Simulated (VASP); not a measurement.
# Rb2ScCdC6N6 (Fm-3m) in VASP: further runs

Rb2ScCdC6N6 is run at these levels: PBE; tasks: single point.

All numbers are computed with VASP 6.6.1; they aren't measurements. Logs are shortened: lines on timing, memory, paths and dates and some standing lists are left out, and cuts for length are marked.

## Step 1: The cell of the first run

It takes space group Fm-3m (No. 225, cubic). The conventional cell has a = 10.579 Å, b = 10.579 Å, c = 10.579 Å, α = 90.00°, β = 90.00°, γ = 90.00°. Within 5.0 Å of Rb (site symmetry -43m) lie 12 N at 3.78 Å and 12 C at 3.79 Å and 4 Sc at 4.58 Å and 4 Cd at 4.58 Å. Within 2.7 Å of Sc (site symmetry m-3m) lie 6 C at 2.02 Å. Within 2.8 Å of Cd (site symmetry m-3m) lie 6 N at 2.10 Å. C (site symmetry 4mm) has 1 N at 1.17 Å within 1.6 Å. Within 1.6 Å of N (site symmetry 4mm) lie 1 C at 1.17 Å.

## Step 2: Single point, PBE

INCAR reads:

```
PREC = Accurate ; ENCUT = 520
EDIFF = 1E-7 ; ISMEAR = 0
SIGMA = 0.1 ; LREAL = Auto
LASPH = True ; NELM = 80
ALGO = Normal ; ISIF = 2
LWAVE = False ; LCHARG = False
GGA = PE ; NBANDS = 62
```

KPOINTS reads:

```
Automatic mesh
0
Gamma
  4 4 4
```

POSCAR reads:

```
Rb2ScCdC6N6
1.0
    0.0000000000      5.2895000000      5.2895000000
    5.2895000000      0.0000000000      5.2895000000
    5.2895000000      5.2895000000      0.0000000000
Rb Sc Cd C N
2 1 1 6 6
Direct
    0.2500000000      0.2500000000      0.2500000000
    0.7500000000      0.7500000000      0.7500000000
    0.0000000000      0.0000000000      0.0000000000
    0.5000000000      0.5000000000      0.5000000000
    0.8088666200      0.1911333800      0.1911333800
    0.1911333800      0.8088666200      0.1911333800
    0.1911333800      0.1911333800      0.8088666200
    0.1911333800      0.8088666200      0.8088666200
    0.8088666200      0.1911333800      0.8088666200
    0.8088666200      0.8088666200      0.1911333800
    0.6982701600      0.3017298400      0.3017298400
    0.3017298400      0.6982701600      0.3017298400
    0.3017298400      0.3017298400      0.6982701600
    0.3017298400      0.6982701600      0.6982701600
    0.6982701600      0.3017298400      0.6982701600
    0.6982701600      0.6982701600      0.3017298400
```

Potentials or basis: VASP PAW PBE potentials, release 64 (Rb_sv, Sc_sv, Cd, C, N).

The run is started by

```
$ cat potpaw_PBE.64/Rb_sv/POTCAR potpaw_PBE.64/Sc_sv/POTCAR potpaw_PBE.64/Cd/POTCAR potpaw_PBE.64/C/POTCAR potpaw_PBE.64/N/POTCAR > POTCAR
$ mpirun -np 1 vasp_std > vasp.out
```

OUTCAR:

```text
PREC = Accurate
   ENCUT = 520
   EDIFF = 1E-7
   ISMEAR = 0
   LREAL = Auto
   LASPH = True
   NELM = 80
   ISIF = 2
   GGA = PE

 ion  position               nearest neighbor table
   1  0.250  0.250  0.250-  11 3.78  12 3.78  13 3.78  13 3.78  14 3.78  15 3.78  12 3.78  14 3.78
                            16 3.78  11 3.78  15 3.78  16 3.78   5 3.79   9 3.79  10 3.79   6 3.79
   2  0.750  0.750  0.750-  12 3.78  13 3.78  14 3.78  11 3.78  13 3.78  15 3.78  11 3.78  12 3.78
                            16 3.78  14 3.78  15 3.78  16 3.78   8 3.79   9 3.79  10 3.79   5 3.79
   3  0.000  0.000  0.000-   5 2.02   6 2.02   7 2.02   8 2.02   9 2.02  10 2.02   2 4.58   2 4.58
                             1 4.58   2 4.58   2 4.58   1 4.58   1 4.58   1 4.58
   4  0.500  0.500  0.500-  11 2.10  12 2.10  13 2.10  14 2.10  15 2.10  16 2.10   1 4.58   1 4.58
                             1 4.58   2 4.58   1 4.58   2 4.58   2 4.58   2 4.58
   5  0.809  0.191  0.191-  11 1.17   3 2.02   1 3.79   2 3.79   2 3.79   1 3.79
   6  0.191  0.809  0.191-  12 1.17   3 2.02   1 3.79   2 3.79   2 3.79   1 3.79
   7  0.191  0.191  0.809-  13 1.17   3 2.02   1 3.79   2 3.79   2 3.79   1 3.79
   8  0.191  0.809  0.809-  14 1.17   3 2.02   2 3.79   2 3.79   1 3.79   1 3.79
   9  0.809  0.191  0.809-  15 1.17   3 2.02   2 3.79   2 3.79   1 3.79   1 3.79
  10  0.809  0.809  0.191-  16 1.17   3 2.02   2 3.79   2 3.79   1 3.79   1 3.79
  11  0.698  0.302  0.302-   5 1.17   4 2.10   1 3.78   1 3.78   2 3.78   2 3.78
  12  0.302  0.698  0.302-   6 1.17   4 2.10   1 3.78   1 3.78   2 3.78   2 3.78
  13  0.302  0.302  0.698-   7 1.17   4 2.10   1 3.78   1 3.78   2 3.78   2 3.78
  14  0.302  0.698  0.698-   8 1.17   4 2.10   2 3.78   1 3.78   1 3.78   2 3.78
  15  0.698  0.302  0.698-   9 1.17   4 2.10   2 3.78   1 3.78   1 3.78   2 3.78
  16  0.698  0.698  0.302-  10 1.17   4 2.10   2 3.78   1 3.78   1 3.78   2 3.78

  LATTYP: Found a face centered cubic cell.
 ALAT       =    10.5790000000

  Lattice vectors:

 A1 = (   0.0000000000,   5.2895000000,   5.2895000000)
 A2 = (   5.2895000000,   0.0000000000,   5.2895000000)
 A3 = (   5.2895000000,   5.2895000000,   0.0000000000)

Analysis of symmetry for initial positions (statically):
=====================================================================
 Subroutine PRICEL returns:
 Original cell was already a primitive cell.

 Routine SETGRP: Setting up the symmetry group for a
 face centered cubic supercell.

 Subroutine GETGRP returns: Found 48 space group operations
 (whereof 48 operations were pure point group operations)
 out of a pool of 48 trial point group operations.

The static configuration has the point symmetry O_h .

Analysis of symmetry for dynamics (positions and initial velocities):
=====================================================================
 Subroutine PRICEL returns:
 Original cell was already a primitive cell.

 Routine SETGRP: Setting up the symmetry group for a
 face centered cubic supercell.

 Subroutine GETGRP returns: Found 48 space group operations
 (whereof 48 operations were pure point group operations)
 out of a pool of 48 trial point group operations.

The dynamic configuration has the point symmetry O_h .

 Subroutine INISYM returns: Found 48 space group operations
 (whereof 48 operations are pure point group operations),
 and found     1 'primitive' translations

----------------------------------------------------------------------------------------

                                     Primitive cell

  volume of cell :     295.9878

  direct lattice vectors                    reciprocal lattice vectors
     0.000000000  5.289500000  5.289500000    -0.094526893  0.094526893  0.094526893
     5.289500000  0.000000000  5.289500000     0.094526893 -0.094526893  0.094526893
     5.289500000  5.289500000  0.000000000     0.094526893  0.094526893 -0.094526893

  length of vectors
     7.480482638  7.480482638  7.480482638     0.163725381  0.163725381  0.163725381

  position of ions in fractional coordinates (direct lattice)
     0.250000000  0.250000000  0.250000000
     0.750000000  0.750000000  0.750000000
     0.000000000  0.000000000  0.000000000
     0.500000000  0.500000000  0.500000000
     0.808866620  0.191133380  0.191133380
     0.191133380  0.808866620  0.191133380
[... 8 lines left out ...]
     0.698270160  0.301729840  0.698270160
     0.698270160  0.698270160  0.301729840

  ion indices of the primitive-cell ions
   primitive index   ion index
                 1           1
                 2           2
                 3           3
                 4           4
                 5           5
                 6           6
[... 8 lines left out ...]
                15          15
                16          16

----------------------------------------------------------------------------------------

 KPOINTS: Automatic mesh

Automatic generation of k-mesh.
 Grid dimensions read from file:
 generate k-points for:    4    4    4

 Generating k-lattice:

  Cartesian coordinates                     Fractional coordinates (reciprocal lattice)
    -0.023631723  0.023631723  0.023631723     0.250000000  0.000000000  0.000000000
     0.023631723 -0.023631723  0.023631723     0.000000000  0.250000000  0.000000000
     0.023631723  0.023631723 -0.023631723     0.000000000  0.000000000  0.250000000

  Length of vectors
     0.040931345  0.040931345  0.040931345

  Shift w.r.t. Gamma in fractional coordinates (k-lattice)
     0.000000000  0.000000000  0.000000000

 Subroutine IBZKPT returns following result:
 ===========================================

 Found      8 irreducible k-points:

 Following reciprocal coordinates:
            Coordinates               Weight
  0.000000  0.000000  0.000000      1.000000
  0.250000  0.000000  0.000000      8.000000
  0.500000  0.000000  0.000000      4.000000
  0.250000  0.250000  0.000000      6.000000
  0.500000  0.250000  0.000000     24.000000
 -0.250000  0.250000  0.000000     12.000000
  0.500000  0.500000  0.000000      3.000000
 -0.250000  0.500000  0.250000      6.000000
   k-points           NKPTS =      8   k-points in BZ     NKDIM =      8   number of bands    NBANDS=     62
   number of dos      NEDOS =    301   number of ions     NIONS =     16
   total plane-waves  NPLWV = 175616
   dimension x,y,z NGX =    56 NGY =   56 NGZ =   56
   dimension x,y,z NGXF=   112 NGYF=  112 NGZF=  112
   ions per type =               2   1   1   6   6
   NGX,Y,Z   is equivalent  to a cutoff of  12.45, 12.45, 12.45 a.u.
   NGXF,Y,Z  is equivalent  to a cutoff of  24.89, 24.89, 24.89 a.u.
 SYSTEM =  unknown system
   PREC   = accura    normal or accurate (medium, high low for compatibility)
   ISTART =      0    job   : 0-new  1-cont  2-samecut
   ICHARG =      2    charge: 1-file 2-atom 10-const
   ISPIN  =      1    spin polarized calculation?
   LNONCOLLINEAR =      F non collinear calculations
   LSORBIT =      F    spin-orbit coupling
   LASPH  =      T    aspherical Exc in radial PAW
   ENCUT  =  520.0 eV  38.22 Ry    6.18 a.u.  13.91 13.91 13.91*2*pi/ulx,y,z
   NELM   =     80;   NELMIN=  2; NELMDL= -5     # of ELM steps
   EDIFF  = 0.1E-06   stopping-criterion for ELM
   LREAL  =      T    real-space projection
   EDIFFG = 0.1E-05   stopping-criterion for IOM
   NSW    =      0    number of steps for IOM
   IBRION =     -1    ionic relax: 0-MD 1-quasi-New 2-CG
   NFREE  =      0    steps in history (QN), initial steepest desc. (CG)
   ISIF   =      2    stress and relaxation
   ISYM   =      2    0-nonsym 1-usesym 2-fastsym
   POTIM  = 0.5000    time-step for ionic-motion
   TEBEG  =    0.0;   TEEND  =   0.0 temperature during run
   PSTRESS=    0.0 pullay stress
   NELECT =      95.0000    total number of electrons
   NUPDOWN=      -1.0000    fix difference up-down
   EMIN   =  10.00;   EMAX   =-10.00  energy-range for DOS
   EFERMI =   0.00;   METHOD = LEGACY
   ISMEAR =     0;   SIGMA  =   0.10  broadening in eV -4-tet -1-fermi 0-gaus
   EFERMI_NEDOS =   21; number of points for ismear=-14 and -15
   IALGO  =     38    algorithm
   IMIX   =      4    mixing-type and parameters
     AMIX     =   0.40;   BMIX     =  1.00
     AMIX_MAG =   1.60;   BMIX_MAG =  1.00
  volume/ion in A,a.u.               =      18.50       124.84
  Fermi-wavevector in a.u.,A,eV,Ry     =   1.120877  2.118151 17.093897  1.256366
  Thomas-Fermi vector in A             =   2.257527
   LORBIT       =      0    0 simple, 1 ext, 2 COOP (PROOUT), +10 PAW based schemes
   GGA     = PE    functional components
   LHFCALC =     F    Hartree Fock is set to
   AEXX    =    0.0000 exact exchange contribution
   IVDW    =     0    specifies the selected vdW correction
   LEPSILON=     F    determine dielectric tensor
   LRPA    =     F    only Hartree local field effects (RPA)
 non-spin polarized calculation
 Gauss-broadening in eV      SIGMA  =   0.10
  energy-cutoff  :      520.00
  volume of cell :      295.99
 maximum number of plane-waves:      8026
   NGX = 27   NGY = 27   NGZ = 27

 number of electron      94.9999994 magnetization

 Free energy of the ion-electron system (eV)
  ---------------------------------------------------
  ext. energy  EPLUGINS =         0.00000000
  ---------------------------------------------------
  free energy    TOTEN  =      -109.52088359 eV

  energy without entropy =     -109.45926755  energy(sigma->0) =     -109.49007557

 E-fermi :   2.2186     XC(G=0):  -8.1030

 val. band max:        2.1960899837   @ k =   0.5000   0.5000   0.0000
 cond. band min:       2.2260090639   @ k =   0.5000   0.0000   0.0000
 fundamental gap:      0.0299190802
 Fermi energy:         2.2186233273

 k-point     1 :       0.0000    0.0000    0.0000
  band No.  band energies     occupation
      1     -45.6417      2.00000
      2     -26.4404      2.00000
      3     -26.4384      2.00000
      4     -24.6307      2.00000
      5     -24.6307      2.00000
      6     -24.6307      2.00000
[... 51 lines left out ...]
     58       5.6382      0.00000
     59       5.6382      0.00000

 k-point     2 :       0.2500    0.0000    0.0000
  band No.  band energies     occupation
      1     -45.6417      2.00000
      2     -26.4401      2.00000
      3     -26.4387      2.00000
      4     -24.6308      2.00000
      5     -24.6308      2.00000
      6     -24.6308      2.00000
[... 51 lines left out ...]
     58       5.8411      0.00000
     59       5.9556      0.00000

 k-point     3 :       0.5000    0.0000    0.0000
  band No.  band energies     occupation
      1     -45.6417      2.00000
      2     -26.4394      2.00000
      3     -26.4394      2.00000
      4     -24.6308      2.00000
      5     -24.6308      2.00000
      6     -24.6308      2.00000
[... 51 lines left out ...]
     58       5.9636      0.00000
     59       6.0775      0.00000

 k-point     4 :       0.2500    0.2500    0.0000
  band No.  band energies     occupation
      1     -45.6417      2.00000
      2     -26.4401      2.00000
      3     -26.4387      2.00000
      4     -24.6308      2.00000
      5     -24.6308      2.00000
      6     -24.6308      2.00000
[... 51 lines left out ...]
     58       5.9249      0.00000
     59       5.9706      0.00000

 k-point     5 :       0.5000    0.2500    0.0000
  band No.  band energies     occupation
      1     -45.6417      2.00000
      2     -26.4396      2.00000
      3     -26.4391      2.00000
      4     -24.6308      2.00000
      5     -24.6308      2.00000
      6     -24.6308      2.00000
[... 51 lines left out ...]
     58       5.6954      0.00000
     59       6.1104      0.00000

 k-point     6 :      -0.2500    0.2500    0.0000
  band No.  band energies     occupation
      1     -45.6417      2.00000
      2     -26.4397      2.00000
      3     -26.4390      2.00000
      4     -24.6308      2.00000
      5     -24.6308      2.00000
      6     -24.6308      2.00000
[... 51 lines left out ...]
     58       5.7585      0.00000
     59       6.1925      0.00000

 k-point     7 :       0.5000    0.5000    0.0000
  band No.  band energies     occupation
      1     -45.6417      2.00000
      2     -26.4397      2.00000
      3     -26.4390      2.00000
      4     -24.6308      2.00000
      5     -24.6308      2.00000
      6     -24.6308      2.00000
[... 51 lines left out ...]
     58       5.9387      0.00000
     59       6.0910      0.00000

 k-point     8 :      -0.2500    0.5000    0.2500
  band No.  band energies     occupation
      1     -45.6417      2.00000
      2     -26.4394      2.00000
      3     -26.4394      2.00000
      4     -24.6308      2.00000
      5     -24.6308      2.00000
      6     -24.6308      2.00000
[... 51 lines left out ...]
     58       5.5951      0.00000
     59       6.0894      0.00000
 [bands above 59 left out]

------------------------ aborting loop because EDIFF is reached ----------------------------------------

  FORCE on cell =-STRESS in cart. coord.  units (eV):
  Direction    XX          YY          ZZ          XY          YZ          ZX
  --------------------------------------------------------------------------------------
  -------------------------------------------------------------------------------------
  Total       32.7104404     32.7104404     32.7104404      0.0000000      0.0000000     -0.0000000
  in kB      177.0610821    177.0610821    177.0610821      0.0000000      0.0000000     -0.0000000
  external PRESSURE =     177.0610821 kB  Pullay stress =       0.0000000 kB

 VOLUME and BASIS-vectors are now :
 -----------------------------------------------------------------------------
  energy-cutoff  :      520.00
  volume of cell :      295.99
      direct lattice vectors                 reciprocal lattice vectors
     0.000000000  5.289500000  5.289500000    -0.094526893  0.094526893  0.094526893
     5.289500000  0.000000000  5.289500000     0.094526893 -0.094526893  0.094526893
     5.289500000  5.289500000  0.000000000     0.094526893  0.094526893 -0.094526893

 POSITION                                       TOTAL-FORCE (eV/Angst)
 -----------------------------------------------------------------------------------
      2.64475      2.64475      2.64475         0.000000     -0.000000     -0.000000
      7.93425      7.93425      7.93425        -0.000000     -0.000000     -0.000000
      0.00000      0.00000      0.00000        -0.000000     -0.000000     -0.000000
      5.28950      5.28950      5.28950         0.000000     -0.000000     -0.000000
      2.02200      5.28950      5.28950         2.524290     -0.000000     -0.000000
      5.28950      2.02200      5.28950         0.000000      2.524290     -0.000000
[... 8 lines left out ...]
      5.28950      7.38700      5.28950         0.000000      1.408377     -0.000000
      5.28950      5.28950      7.38700         0.000000     -0.000000      1.408377
 -----------------------------------------------------------------------------------
    total drift:                                0.000000      0.000000      0.000000

  FREE ENERGIE OF THE ION-ELECTRON SYSTEM (eV)
  ---------------------------------------------------
  free  energy   TOTEN  =      -109.5208835901 eV

  energy  without entropy=     -109.4592675497  energy(sigma->0) =     -109.49007557
```

It took 3.6 min on 1 thread of Intel Xeon 6975P-C (Granite Rapids), shared host; peak memory 0.47 GiB.

What came out:

```
Free energy            : -109.5209 eV
Pressure               : 17.7 GPa
Largest force          : 2.524 eV/Å
Band gap on the k mesh : zero (an odd number of electrons rules out a gap without spin polarisation)
```

Forces on the atoms (eV/Å):
```
Rb   0.000  0.000  0.000
Rb   0.000  0.000  0.000
Sc   0.000  0.000  0.000
Cd   0.000  0.000  0.000
C    2.524  0.000  0.000
C    0.000  2.524  0.000
C    0.000  0.000  2.524
C   -2.524  0.000  0.000
C    0.000 -2.524  0.000
C    0.000  0.000 -2.524
N   -1.408  0.000  0.000
N    0.000 -1.408  0.000
N    0.000  0.000 -1.408
N    1.408  0.000  0.000
N    0.000  1.408  0.000
N    0.000  0.000  1.408
```

Levels at points of the mesh, in eV from the Fermi level:
```tsv
k point	band 45	band 46	band 47	band 48	band 49	band 50
(0.00, 0.00, 0.00)	-4.44	-2.98	-2.98	-0.07	-0.07	-0.07
(0.50, 0.00, 0.00)	-4.38	-2.62	-2.62	0.01	0.15	0.15
(0.50, 0.50, 0.00)	-3.83	-3.03	-2.97	-0.02	0.50	0.50
```

Caveat: the cell stands under pressure; forces of over 1 eV/Å act on the atoms, so gaps and moduli don't describe the material at rest.

## Step 3: Single point, PBE

This run uses another cell than the first one, of 24.36 Å³/atom.

INCAR reads:

```
SYSTEM = Rb2ScCdC6N6
ALGO = Normal ; EDIFF = 1E-6
ENCUT = 520 ; GGA = PE
ISIF = 2 ; ISMEAR = 0
LASPH = .True. ; LCHARG = .True.
LELF = .True. ; LREAL = Auto
LVHAR = .True. ; LWAVE = .False.
NBANDS = 62 ; NELM = 80
PREC = Accurate ; SIGMA = 0.1
```

KPOINTS reads:

```
k-points
0
Gamma
  4 4 4
  0 0 0
```

POSCAR reads:

```
Rb2ScCdC6N6
1.0
    0.0000000000      5.7978770180      5.7978770180
    5.7978770180      0.0000000000      5.7978770180
    5.7978770180      5.7978770180      0.0000000000
Rb Sc Cd C N
2 1 1 6 6
Direct
    0.2500000000      0.2500000000      0.2500000000
    0.7500000000      0.7500000000      0.7500000000
    0.0000000000      0.0000000000      0.0000000000
    0.5000000000      0.5000000000      0.5000000000
    0.8012240091      0.1987759909      0.1987759909
    0.1987759909      0.8012240091      0.1987759909
    0.1987759909      0.1987759909      0.8012240091
    0.1987759909      0.8012240091      0.8012240091
    0.8012240091      0.1987759909      0.8012240091
    0.8012240091      0.8012240091      0.1987759909
    0.6999472378      0.3000527622      0.3000527622
    0.3000527622      0.6999472378      0.3000527622
    0.3000527622      0.3000527622      0.6999472378
    0.3000527622      0.6999472378      0.6999472378
    0.6999472378      0.3000527622      0.6999472378
    0.6999472378      0.6999472378      0.3000527622
```

Potentials or basis: VASP PAW PBE potentials, release 64 (Rb_sv, Sc_sv, Cd, C, N).

The run is started by

```
$ cat potpaw_PBE.64/Rb_sv/POTCAR potpaw_PBE.64/Sc_sv/POTCAR potpaw_PBE.64/Cd/POTCAR potpaw_PBE.64/C/POTCAR potpaw_PBE.64/N/POTCAR > POTCAR
$ mpirun -np 1 vasp_std > vasp.out
```

Wall time 5.2 min (1 thread of Intel Xeon 6975P-C (Granite Rapids), shared host); peak memory 0.64 GiB.

Results (log left out):

- Free energy: -114.3150 eV
- Pressure: 0.8 GPa
- Largest force: 0.364 eV/Å
- Band gap on the k mesh: zero (an odd number of electrons rules out a gap without spin polarisation)

Forces in eV/Å, atoms in the order of the input:
```
Rb   0.000  0.000  0.000
Rb   0.000  0.000  0.000
Sc   0.000  0.000  0.000
Cd   0.000  0.000  0.000
C   -0.364  0.000  0.000
C    0.000 -0.364  0.000
C    0.000  0.000 -0.364
C    0.364  0.000  0.000
C    0.000  0.364  0.000
C    0.000  0.000  0.364
N    0.334  0.000  0.000
N    0.000  0.334  0.000
N    0.000  0.000  0.334
N   -0.334  0.000  0.000
N    0.000 -0.334  0.000
N    0.000  0.000 -0.334
```

Levels at points of the mesh, in eV from the Fermi level:
| k point | band 45 | band 46 | band 47 | band 48 | band 49 | band 50 |
| --- | --- | --- | --- | --- | --- | --- |
| (0.00, 0.00, 0.00) | -5.05 | -4.35 | -4.35 | -0.03 | -0.03 | -0.03 |
| (0.50, 0.00, 0.00) | -5.12 | -4.10 | -4.10 | 0.02 | 0.12 | 0.12 |
| (0.50, 0.50, 0.00) | -4.66 | -4.61 | -4.34 | -0.01 | 0.28 | 0.28 |

The gap in the log of VASP goes by the Fermi energy; the results here count the filled bands.